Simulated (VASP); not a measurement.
# Si16O (a cell with a defect) in VASP: single point with r2SCAN

Aim: the single point of Si16O (a cell with a defect) with r2SCAN.

All numbers are computed with VASP 6.6.1; they aren't measurements. Logs are shortened: lines on timing, memory, paths and dates and some standing lists are left out, and cuts for length are marked.

## Step 1: The cell of the first run

The cell holds a defect, 17 atoms: a = 7.699 Å, b = 7.699 Å, c = 7.699 Å, α = 60.00°, β = 60.00°, γ = 60.00°.

## Step 2: Single point, r2SCAN

POSCAR reads:

```
Si16O
1.0
    0.0000000000      5.4437023800     -5.4437023800
    5.4437023800      5.4437023800      0.0000000000
    5.4437023800      0.0000000000     -5.4437023800
Si O
16 1
Direct
    0.1338739610      0.1281085833      0.1252827492
    0.1144039399      0.6254829457      0.1222293126
    0.6161171691      0.0839115492      0.1285469798
    0.6098412933      0.6007827526      0.1172607272
    0.1377243735      0.1242932572      0.6275046396
    0.1220327552      0.6287301842      0.6240019683
    0.6324371282      0.1309005251      0.6550390251
    0.6256763802      0.6272126508      0.6186943673
    0.2361260610      0.7519257509      0.2497067079
    0.2523267078      0.2519936624      0.2514144611
    0.7407089364      0.7138546028      0.2435416023
    0.7680269251      0.2441028012      0.2858051178
    0.2510075689      0.7501836462      0.7480218821
    0.2588208175      0.2547405062      0.7514454712
    0.7473346660      0.7551007041      0.7448802703
    0.7631189602      0.2548711159      0.7697897878
   -0.2898360141      0.0626861970      0.2906797414
```

INCAR.step1 reads:

```
PREC = Accurate
ENCUT = 520
ISMEAR = 0
SIGMA = 0.02
LREAL = Auto
LASPH = True
NELM = 60
NBANDS = 49
GGA = PE
ALGO = Normal
EDIFF = 1E-4
LWAVE = True
LCHARG = False
```

INCAR.step2 reads:

```
PREC = Accurate
ENCUT = 520
EDIFF = 1E-6
ISMEAR = 0
SIGMA = 0.02
LREAL = Auto
LASPH = True
NELM = 60
ALGO = Normal
ISIF = 2
LWAVE = False
LCHARG = False
METAGGA = R2SCAN
LMIXTAU = True
NBANDS = 49
ISTART = 1
```

KPOINTS reads:

```
Automatic mesh
0
Gamma
  2 2 2
```

Potentials or basis: VASP PAW PBE potentials, release 64 (Si, O).

Command:

```sh
> cat potpaw_PBE.64/Si/POTCAR potpaw_PBE.64/O/POTCAR > POTCAR
> cp INCAR.step1 INCAR
> mpirun -np 1 vasp_std > vasp.out
> cp INCAR.step2 INCAR
> mpirun -np 1 vasp_std > vasp.out
```

OUTCAR:

```text
PREC = Accurate
   ENCUT = 520
   EDIFF = 1E-6
   ISMEAR = 0
   LREAL = Auto
   LASPH = True
   NELM = 60
   ISIF = 2
   METAGGA = R2SCAN
   ISTART = 1

 ion  position               nearest neighbor table
   1  0.134  0.128  0.125-  12 2.32  10 2.32  14 2.35   9 2.37
   2  0.114  0.625  0.122-  10 2.35  13 2.35   9 2.36  11 2.37
   3  0.616  0.084  0.129-  17 1.64  10 2.32  16 2.32  11 2.33  12 2.95
   4  0.610  0.601  0.117-  12 2.32  11 2.33  15 2.36   9 2.36
   5  0.138  0.124  0.628-  13 2.35  16 2.36  14 2.36  10 2.37
   6  0.122  0.629  0.624-  14 2.35  13 2.35   9 2.35  15 2.36
   7  0.632  0.131  0.655-  12 2.32  16 2.32  14 2.36  15 2.38
   8  0.626  0.627  0.619-  13 2.36  16 2.36  15 2.36  11 2.38
   9  0.236  0.752  0.250-   6 2.35   2 2.36   4 2.36   1 2.37
  10  0.252  0.252  0.251-   3 2.32   1 2.32   2 2.35   5 2.37
  11  0.741  0.714  0.244-   3 2.33   4 2.33   2 2.37   8 2.38
  12  0.768  0.244  0.286-  17 1.64   1 2.32   4 2.32   7 2.32   3 2.95
  13  0.251  0.750  0.748-   6 2.35   2 2.35   5 2.35   8 2.36
  14  0.259  0.255  0.751-   1 2.35   6 2.35   7 2.36   5 2.36
  15  0.747  0.755  0.745-   6 2.36   4 2.36   8 2.36   7 2.38
  16  0.763  0.255  0.770-   3 2.32   7 2.32   8 2.36   5 2.36
  17  0.710  0.063  0.291-   3 1.64  12 1.64

  LATTYP: Found a face centered cubic cell.
 ALAT       =    10.8874047600

  Lattice vectors:

 A1 = (   0.0000000000,   5.4437023800,  -5.4437023800)
 A2 = (   5.4437023800,   5.4437023800,   0.0000000000)
 A3 = (   5.4437023800,   0.0000000000,  -5.4437023800)

Analysis of symmetry for initial positions (statically):
=====================================================================
 Subroutine PRICEL returns:
 Original cell was already a primitive cell.

 Routine SETGRP: Setting up the symmetry group for a
 face centered cubic supercell.

 Subroutine GETGRP returns: Found  1 space group operations
 (whereof  1 operations were pure point group operations)
 out of a pool of 48 trial point group operations.

The static configuration has the point symmetry C_1 .

Analysis of symmetry for dynamics (positions and initial velocities):
=====================================================================
 Subroutine PRICEL returns:
 Original cell was already a primitive cell.

 Routine SETGRP: Setting up the symmetry group for a
 face centered cubic supercell.

 Subroutine GETGRP returns: Found  1 space group operations
 (whereof  1 operations were pure point group operations)
 out of a pool of 48 trial point group operations.

The dynamic configuration has the point symmetry C_1 .

 Subroutine INISYM returns: Found  1 space group operations
 (whereof  1 operations are pure point group operations),
 and found     1 'primitive' translations

----------------------------------------------------------------------------------------

                                     Primitive cell

  volume of cell :     322.6362

  direct lattice vectors                    reciprocal lattice vectors
     0.000000000  5.443702380 -5.443702380    -0.091849254  0.091849254 -0.091849254
     5.443702380  5.443702380  0.000000000     0.091849254  0.091849254  0.091849254
     5.443702380  0.000000000 -5.443702380     0.091849254 -0.091849254 -0.091849254

  length of vectors
     7.698557735  7.698557735  7.698557735     0.159087574  0.159087574  0.159087574

  position of ions in fractional coordinates (direct lattice)
     0.133873961  0.128108583  0.125282749
     0.114403940  0.625482946  0.122229313
     0.616117169  0.083911549  0.128546980
     0.609841293  0.600782753  0.117260727
     0.137724373  0.124293257  0.627504640
     0.122032755  0.628730184  0.624001968
[... 9 lines left out ...]
     0.763118960  0.254871116  0.769789788
     0.710163986  0.062686197  0.290679741

  ion indices of the primitive-cell ions
   primitive index   ion index
                 1           1
                 2           2
                 3           3
                 4           4
                 5           5
                 6           6
[... 9 lines left out ...]
                16          16
                17          17

----------------------------------------------------------------------------------------

 KPOINTS: Automatic mesh

Automatic generation of k-mesh.
 Grid dimensions read from file:
 generate k-points for:    2    2    2

 Generating k-lattice:

  Cartesian coordinates                     Fractional coordinates (reciprocal lattice)
    -0.045924627  0.045924627 -0.045924627     0.500000000  0.000000000  0.000000000
     0.045924627  0.045924627  0.045924627     0.000000000  0.500000000  0.000000000
     0.045924627 -0.045924627 -0.045924627     0.000000000  0.000000000  0.500000000

  Length of vectors
     0.079543787  0.079543787  0.079543787

  Shift w.r.t. Gamma in fractional coordinates (k-lattice)
     0.000000000  0.000000000  0.000000000

 Subroutine IBZKPT returns following result:
 ===========================================

 Found      8 irreducible k-points:

 Following reciprocal coordinates:
            Coordinates               Weight
  0.000000  0.000000  0.000000      1.000000
  0.500000  0.000000  0.000000      1.000000
  0.000000  0.500000  0.000000      1.000000
  0.000000  0.000000  0.500000      1.000000
  0.500000  0.500000  0.500000      1.000000
  0.500000  0.500000  0.000000      1.000000
  0.000000  0.500000  0.500000      1.000000
  0.500000  0.000000  0.500000      1.000000
   k-points           NKPTS =      8   k-points in BZ     NKDIM =      8   number of bands    NBANDS=     49
   number of dos      NEDOS =    301   number of ions     NIONS =     17
   total plane-waves  NPLWV = 216000
   dimension x,y,z NGX =    60 NGY =   60 NGZ =   60
   dimension x,y,z NGXF=   120 NGYF=  120 NGZF=  120
   ions per type =              16   1
   NGX,Y,Z   is equivalent  to a cutoff of  12.96, 12.96, 12.96 a.u.
   NGXF,Y,Z  is equivalent  to a cutoff of  25.91, 25.91, 25.91 a.u.
 SYSTEM =  unknown system
   PREC   = accura    normal or accurate (medium, high low for compatibility)
   ISTART =      1    job   : 0-new  1-cont  2-samecut
   ICHARG =      0    charge: 1-file 2-atom 10-const
   ISPIN  =      1    spin polarized calculation?
   LNONCOLLINEAR =      F non collinear calculations
   LSORBIT =      F    spin-orbit coupling
   LASPH  =      T    aspherical Exc in radial PAW
   ENCUT  =  520.0 eV  38.22 Ry    6.18 a.u.  14.31 14.31 14.31*2*pi/ulx,y,z
   NELM   =     60;   NELMIN=  2; NELMDL=  0     # of ELM steps
   EDIFF  = 0.1E-05   stopping-criterion for ELM
   LREAL  =      T    real-space projection
   EDIFFG = 0.1E-04   stopping-criterion for IOM
   NSW    =      0    number of steps for IOM
   IBRION =     -1    ionic relax: 0-MD 1-quasi-New 2-CG
   NFREE  =      0    steps in history (QN), initial steepest desc. (CG)
   ISIF   =      2    stress and relaxation
   ISYM   =      2    0-nonsym 1-usesym 2-fastsym
   POTIM  = 0.5000    time-step for ionic-motion
   TEBEG  =    0.0;   TEEND  =   0.0 temperature during run
   PSTRESS=    0.0 pullay stress
   NELECT =      70.0000    total number of electrons
   NUPDOWN=      -1.0000    fix difference up-down
   EMIN   =  10.00;   EMAX   =-10.00  energy-range for DOS
   EFERMI =   0.00;   METHOD = LEGACY
   ISMEAR =     0;   SIGMA  =   0.02  broadening in eV -4-tet -1-fermi 0-gaus
   EFERMI_NEDOS =   21; number of points for ismear=-14 and -15
   IALGO  =     38    algorithm
   IMIX   =      4    mixing-type and parameters
     AMIX     =   0.40;   BMIX     =  1.00
     AMIX_MAG =   1.60;   BMIX_MAG =  1.00
  volume/ion in A,a.u.               =      18.98       128.07
  Fermi-wavevector in a.u.,A,eV,Ry     =   0.983716  1.858954 13.166324  0.967697
  Thomas-Fermi vector in A             =   2.114895
   LORBIT       =      0    0 simple, 1 ext, 2 COOP (PROOUT), +10 PAW based schemes
   METAGGA = R2SCAN    functional components
   LHFCALC =     F    Hartree Fock is set to
   AEXX    =    0.0000 exact exchange contribution
   IVDW    =     0    specifies the selected vdW correction
   LEPSILON=     F    determine dielectric tensor
   LRPA    =     F    only Hartree local field effects (RPA)
 non-spin polarized calculation
 Gauss-broadening in eV      SIGMA  =   0.02
  energy-cutoff  :      520.00
  volume of cell :      322.64
 maximum number of plane-waves:      8694
 NGX is ok and might be reduce to    60
   NGX = 29   NGY = 29   NGZ = 29

 number of electron      70.0000000 magnetization

 Free energy of the ion-electron system (eV)
  ---------------------------------------------------
  ext. energy  EPLUGINS =         0.00000000
  ---------------------------------------------------
  free energy    TOTEN  =      -147.66367763 eV

  energy without entropy =     -147.66367763  energy(sigma->0) =     -147.66367763

 E-fermi :   5.8145     XC(G=0):  -9.9396

 val. band max:        5.7112493704   @ k =   0.0000   0.0000   0.0000
 cond. band min:       6.4075246227   @ k =   0.0000   0.0000   0.0000
 fundamental gap:      0.6962752523
 Fermi energy:         5.8145477341

 k-point     1 :       0.0000    0.0000    0.0000
  band No.  band energies     occupation
      1     -15.9973      2.00000
      2      -6.4927      2.00000
      3      -5.0516      2.00000
      4      -4.2776      2.00000
      5      -4.2532      2.00000
      6      -3.8847      2.00000
[... 39 lines left out ...]
     46       8.7112      0.00000
     47       8.7359      0.00000

 k-point     2 :       0.5000    0.0000    0.0000
  band No.  band energies     occupation
      1     -15.9971      2.00000
      2      -5.8891      2.00000
      3      -5.5433      2.00000
      4      -4.9910      2.00000
      5      -3.9596      2.00000
      6      -3.8384      2.00000
[... 292 lines left out ...]
 k-point     8 :       0.5000    0.0000    0.5000
  band No.  band energies     occupation
      1     -15.9969      2.00000
      2      -5.7883      2.00000
      3      -5.3290      2.00000
      4      -5.0068      2.00000
      5      -4.5821      2.00000
      6      -4.5619      2.00000
[... 39 lines left out ...]
     46      10.3344      0.00000
     47      10.6387      0.00000
 [bands above 47 left out]

------------------------ aborting loop because EDIFF is reached ----------------------------------------

  FORCE on cell =-STRESS in cart. coord.  units (eV):
  Direction    XX          YY          ZZ          XY          YZ          ZX
  --------------------------------------------------------------------------------------
  -------------------------------------------------------------------------------------
  Total        5.6216475      5.1113993      4.8848117      2.7086326     -3.5190703     -3.1745816
  in kB       27.9165070     25.3826684     24.2574584     13.4507829    -17.4753312    -15.7646367
  external PRESSURE =      25.8522113 kB  Pullay stress =       0.0000000 kB

 VOLUME and BASIS-vectors are now :
 -----------------------------------------------------------------------------
  energy-cutoff  :      520.00
  volume of cell :      322.64
      direct lattice vectors                 reciprocal lattice vectors
     0.000000000  5.443702380 -5.443702380    -0.091849254  0.091849254 -0.091849254
     5.443702380  5.443702380  0.000000000     0.091849254  0.091849254  0.091849254
     5.443702380  0.000000000 -5.443702380     0.091849254 -0.091849254 -0.091849254

 POSITION                                       TOTAL-FORCE (eV/Angst)
 -----------------------------------------------------------------------------------
      1.37939      1.42615     -1.41077         0.004264     -0.006069      0.004687
      4.07032      4.02772     -1.28816        -0.004081     -0.002091     -0.001467
      1.15656      3.81075     -4.05373        -0.039787     -0.030765      0.055425
      3.90881      6.59028     -3.95813         0.007793      0.007241     -0.011654
      4.09256      1.42635     -4.16568        -0.000798      0.001255      0.001099
      6.81950      4.08693     -4.06119        -0.000168      0.001549      0.000079
[... 9 lines left out ...]
      5.57795      5.54164     -8.34470        -0.002789     -0.007087      0.001063
      1.92362      4.20717     -5.44830         0.010298     -0.020613     -0.020086
 -----------------------------------------------------------------------------------
    total drift:                                0.010095     -0.003577      0.002957

  FREE ENERGIE OF THE ION-ELECTRON SYSTEM (eV)
  ---------------------------------------------------
  free  energy   TOTEN  =      -147.6636776300 eV

  energy  without entropy=     -147.6636776300  energy(sigma->0) =     -147.66367763
```

Run time: 5.9 min. Hardware: 1 thread of Intel Xeon 6975P-C (Granite Rapids), shared host; peak memory 0.55 GiB.

Results:

| Property | Result |
| --- | --- |
| Free energy | -147.6637 eV |
| Pressure | 2.6 GPa |
| Largest force | 0.075 eV/Å |
| Band gap on the k mesh | 0.70 eV |

Forces on the atoms (eV/Å):
```
Si   0.004 -0.006  0.005
Si  -0.004 -0.002 -0.001
Si  -0.040 -0.031  0.055
Si   0.008  0.007 -0.012
Si  -0.001  0.001  0.001
Si   0.000  0.002  0.000
Si  -0.003  0.004  0.001
Si  -0.002  0.002 -0.003
Si  -0.004 -0.001 -0.001
Si  -0.008 -0.004  0.003
Si   0.005  0.008  0.002
Si   0.040  0.048 -0.030
Si  -0.002  0.001  0.000
Si   0.000 -0.002 -0.002
Si  -0.001  0.000  0.000
Si  -0.003 -0.007  0.001
O    0.010 -0.021 -0.020
```

Stress tensor (GPa, compression positive):
```
 2.79  1.35 -1.58
 1.35  2.54 -1.75
-1.58 -1.75  2.43
```

Caveat: the k points lie up to 0.50 Å⁻¹ apart; the PAW data sets were made with another functional, which shifts forces and pressure a little.
